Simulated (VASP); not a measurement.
Input of a VASP 6.6.1 run:

INCAR

```
PREC = Accurate ; ENCUT = 520
EDIFF = 1E-6 ; ISMEAR = 0
SIGMA = 0.03 ; LREAL = False
LASPH = True ; NELM = 100
ALGO = Normal ; ISIF = 2
LWAVE = False ; LCHARG = False
LDIPOL = True ; IDIPOL = 3
DIPOL = 0.5 0.5 0.500 ; GGA = PE
IVDW = 12 ; NBANDS = 56
```

The input KPOINTS:

```
regular mesh
0
Gamma
  12 12 1
```

POSCAR

```
PtSe2
1.0
    3.7240000000      0.0000000000      0.0000000000
   -1.8620000000      3.2250786037      0.0000000000
    0.0000000000      0.0000000000     34.2480000000
Pt Se
4 8
Direct
    0.0000000000      0.0000000000      0.2782936230
    0.0000000000      0.0000000000      0.4260978743
    0.0000000000      0.0000000000      0.5739021257
    0.0000000000      0.0000000000      0.7217063770
    0.3333333333      0.6666666667      0.3159600561
    0.6666666667      0.3333333333      0.2406271899
    0.3333333333      0.6666666667      0.4637643074
    0.6666666667      0.3333333333      0.3884314413
    0.3333333333      0.6666666667      0.6115685587
    0.6666666667      0.3333333333      0.5362356926
    0.3333333333      0.6666666667      0.7593728101
    0.6666666667      0.3333333333      0.6840399439
```

Potentials or basis: VASP PAW PBE potentials, release 64 (Pt, Se).

Command:

```console
$ cat potpaw_PBE.64/Pt/POTCAR potpaw_PBE.64/Se/POTCAR > POTCAR
$ mpirun -np 1 vasp_std > vasp.out
```

Problem. What does it give for the largest force?

Solution. 0.381 eV/Å.

Problem. Predict the dispersion energy per atom.

Solution. -0.430 eV.

Forces in eV/Å, atoms in the order of the input:
```
Pt   0.000  0.000  0.284
Pt   0.000  0.000  0.011
Pt   0.000  0.000 -0.011
Pt   0.000  0.000 -0.284
Se   0.000  0.000  0.185
Se   0.000  0.000 -0.381
Se   0.000  0.000  0.277
Se   0.000  0.000 -0.267
Se   0.000  0.000  0.267
Se   0.000  0.000 -0.277
Se   0.000  0.000  0.381
Se   0.000  0.000 -0.185
```
